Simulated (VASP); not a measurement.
Input of a VASP 6.6.1 run:

Contents of INCAR:

```
PREC     = Accurate       # precision mode
ENCUT    = 600            # plane-wave cutoff, eV
EDIFF    = 1E-6           # SCF threshold, eV
ISMEAR   = 0              # smearing method
SIGMA    = 0.1            # smearing width, eV
LREAL    = F              # projectors in reciprocal space
LASPH    = T              # aspherical terms in the spheres
NELM     = 60             # most SCF steps
ALGO     = Fast           # electronic algorithm
ISIF     = 3              # what is computed and relaxed
LWAVE    = F              # write WAVECAR
LCHARG   = F              # write CHGCAR
IBRION   = 2              # ionic algorithm
NSW      = 80             # ionic steps
EDIFFG   = -0.003         # ionic threshold
```

KPOINTS

```
regular mesh
0
Gamma
  33 33 18
```

File POSCAR:

```
Ti
1.0
    2.9500000000      0.0000000000      0.0000000000
   -1.4750000000      2.5547749400      0.0000000000
    0.0000000000      0.0000000000      4.6800000000
Ti
2
Direct
    0.3333333333      0.6666666667      0.2500000000
    0.6666666667      0.3333333333      0.7500000000
```

Potentials or basis: VASP PAW LDA potentials, release 64 (Ti_sv).

Command:

```console
$ cat potpaw_LDA.64/Ti_sv/POTCAR > POTCAR
$ mpirun -np 1 vasp_std > vasp.out
```

Question: Estimate the relaxed volume.

Answer: 16.07 Å³/atom.

Question: Estimate the band gap on the k mesh.

Answer: Zero (bands 12 and 13 overlap by 1.15 eV).

Question: What does it give for the space group after relaxing (to 0.1 Å)?

Answer: P6_3/mmc (No. 194).

Final structure:
```cif
data_structure
_symmetry_space_group_name_H-M 'P 1'
_symmetry_Int_Tables_number 1
_cell_length_a 2.8617
_cell_length_b 2.8617
_cell_length_c 4.5322
_cell_angle_alpha 90.000
_cell_angle_beta 90.000
_cell_angle_gamma 120.000
_cell_volume 32.14
loop_
_atom_site_label
_atom_site_type_symbol
_atom_site_fract_x
_atom_site_fract_y
_atom_site_fract_z
_atom_site_occupancy
Ti1 Ti 0.33333 0.66667 0.25000 1
Ti2 Ti 0.66667 0.33333 0.75000 1
```
